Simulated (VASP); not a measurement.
# PbS (Galena): single point with revPBE+D3(BJ)

Crystal: PbS (Galena).

```
CELL_PARAMETERS angstrom
0.00000 3.02392 3.02392
3.02392 0.00000 3.02392
3.02392 3.02392 0.00000
ATOMIC_POSITIONS crystal
Pb 0.00000 0.00000 0.00000
S 0.50000 0.50000 0.50000
```

```yaml
Program: VASP 6.6.1
Task: single point
Functional: revPBE
Dispersion: D3(BJ)
Potentials_or_basis: VASP PAW PBE potentials, release 64 (Pb_d, S)
Cutoff: 520 eV
k_mesh: 8 × 8 × 8
Occupations: fermi-dirac, width 0.05 eV
Spin: no spin polarisation
```

The pressure is -3.2 GPa, the band gap on the k mesh is 0.63 eV, direct and the dispersion energy per atom is -0.611 eV.

Levels at points of the mesh, in eV from the valence-band top:
| k point | band 8 | band 9 | band 10 | band 11 | band 12 | band 13 |
| --- | --- | --- | --- | --- | --- | --- |
| (0.00, 0.00, 0.00) | -1.84 | -1.84 | -1.84 | 5.14 | 5.14 | 5.14 |
| (0.50, 0.00, 0.00) | -1.50 | -1.50 | 0.00 | 0.63 | 2.17 | 2.17 |
| (0.50, 0.50, 0.00) | -4.63 | -3.01 | -3.01 | 4.24 | 5.48 | 5.56 |

Run time: 9.8 s on 1 thread of Intel(R) Xeon(R) 6975P-C (Granite Rapids) (shared host), peak memory 0.19 GiB.

Caveat: the PAW data sets were made with another functional, which shifts forces and pressure a little; spin-orbit coupling is left out, which moves the levels of the heavy elements. A k mesh can miss the band edges.
